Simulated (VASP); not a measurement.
Wanted: the native input for a VASP 6.6.1 run.

```yaml
Task: single point
Functional: PBE
Potentials_or_basis: VASP PAW PBE potentials, release 64 (Yb, In_d, C)
Cutoff: 800 eV
k_mesh: 4 × 4 × 4
Occupations: fermi-dirac, width 0.15 eV
Spin: no spin polarisation
Dipole_correction: no
Second_try: not_converged
Further_INCAR_settings: ALGO = All; EDIFF = 1e-06; NBANDS = 52
```

The structure of Yb3InC lies in POSCAR:

```
Yb3InC
1.0
    5.0632500000      0.0000000000      0.0000000000
    0.0000000000      5.0632500000      0.0000000000
    0.0000000000      0.0000000000      5.0632500000
Yb In C
3 1 1
Direct
    0.5000000000      0.0000000000      0.5000000000
    0.5000000000      0.5000000000      0.0000000000
    0.0000000000      0.5000000000      0.5000000000
    0.0000000000      0.0000000000      0.0000000000
    0.5000000000      0.5000000000      0.5000000000
```

One way to write it, as run:

INCAR

```
SYSTEM = Yb3InC
ALGO = All ; EDIFF = 1E-6
ENCUT = 800 ; GGA = PE
GGA_COMPAT = .FALSE. ; ISEARCH = 1
ISIF = 2 ; ISMEAR = -1
KPAR = 4 ; LASPH = .TRUE.
LCHARG = .FALSE. ; LMAXMIX = 6
LREAL = .FALSE. ; LWAVE = .FALSE.
NBANDS = 52 ; NELM = 300
PREC = Accurate ; SIGMA = 0.15
```

KPOINTS

```
k-points
0
G
  4 4 4
  0 0 0
```

Potentials or basis: VASP PAW PBE potentials, release 64 (Yb, In_d, C).

Run with:

```console
$ cat potpaw_PBE.64/Yb/POTCAR potpaw_PBE.64/In_d/POTCAR potpaw_PBE.64/C/POTCAR > POTCAR
$ mpirun -np 4 vasp_std > vasp.out
```

It gave:

The pressure is -3.6 GPa. The band gap on the k mesh is zero (an odd number of electrons rules out a gap without spin polarisation).

Caveat: the cell stands under tension; spin-orbit coupling is left out, which moves the levels of the heavy elements.

It took 5.7 min on 4 MPI ranks on Intel(R) Xeon(R) Platinum 8375C CPU @ 2.90GHz (Ice Lake), with other jobs on the host, peak memory 0.5 GiB a rank.
